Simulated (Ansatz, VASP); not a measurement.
## AlIn3As4 in VASP and in Ansatz

```
Al In As
1.0
     6.06417    0.00000    0.00000
     0.00000    6.06417    0.00000
     0.00000    0.00000    6.06417
Al In As
1 3 4
Direct
  0.50000 0.50000 0.50000
  0.00000 0.00000 0.50000
  0.00000 0.50000 0.00000
  0.50000 0.00000 0.00000
  0.26104 0.26104 0.26104
  0.26104 0.73896 0.73896
  0.73896 0.26104 0.73896
  0.73896 0.73896 0.26104
```

Alike in both runs: functional PBE; k mesh 4 × 4 × 4; occupations gaussian, width 0.1 eV; no spin polarisation.

Ansatz relaxed the structure, and its values are those at the end. VASP's run is a single point on that final structure, the one shown.

|  | VASP | Ansatz |
| --- | --- | --- |
| version | VASP 6.6.1 | Ansatz 0.2.0 |
| potentials or method | VASP PAW PBE potentials, release 64 (Al, In_d, As), cutoff 520 eV | scalar-relativistic, plane waves, PAW |
| valence electrons in the cell | 62 | 102 |

```tsv
	VASP	Ansatz	Ansatz less VASP
gap on the k mesh at the Fermi level (eV)	none	none	-
pressure (GPa)	0.1	0.1	-0.06
```

A gap of «none» marks a metal or a gap that the smearing closes. VASP's potentials hold 62 valence electrons a cell and Ansatz's 102, so a difference there can come from the potentials and not from the codes.
